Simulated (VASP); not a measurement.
Here is a VASP 6.6.1 calculation.

File INCAR:

```
PREC = Accurate
ENCUT = 520
EDIFF = 1E-6
ISMEAR = 0
SIGMA = 0.01
LREAL = F
LASPH = T
NELM = 80
ALGO = Normal
ISIF = 2
LWAVE = F
LCHARG = F
GGA = PE
NBANDS = 19
```

The input KPOINTS:

```
Automatic mesh
0
Gamma
  6 6 6
```

File POSCAR:

```
Li3OF
1.0
    3.6438104397      0.0000000000      0.0000000000
    0.0000000000      3.6438104397      0.0000000000
    0.0000000000      0.0000000000      3.6438104397
F O Li
1 1 3
Direct
    0.0000000000      0.0000000000      0.0000000000
    0.5000000000      0.5000000000      0.5000000000
    0.5000000000      0.5000000000      0.0000000000
    0.5000000000      0.0000000000      0.5000000000
    0.0000000000      0.5000000000      0.5000000000
```

Potentials or basis: VASP PAW PBE potentials, release 64 (F, O, Li_sv).

Command:

```console
$ cat potpaw_PBE.64/F/POTCAR potpaw_PBE.64/O/POTCAR potpaw_PBE.64/Li_sv/POTCAR > POTCAR
$ mpirun -np 1 vasp_std > vasp.out
```

Question: Predict the band gap on the k mesh.

Answer: 4.94 eV, indirect (least direct gap 5.61 eV).

 A k mesh can miss the band edges.
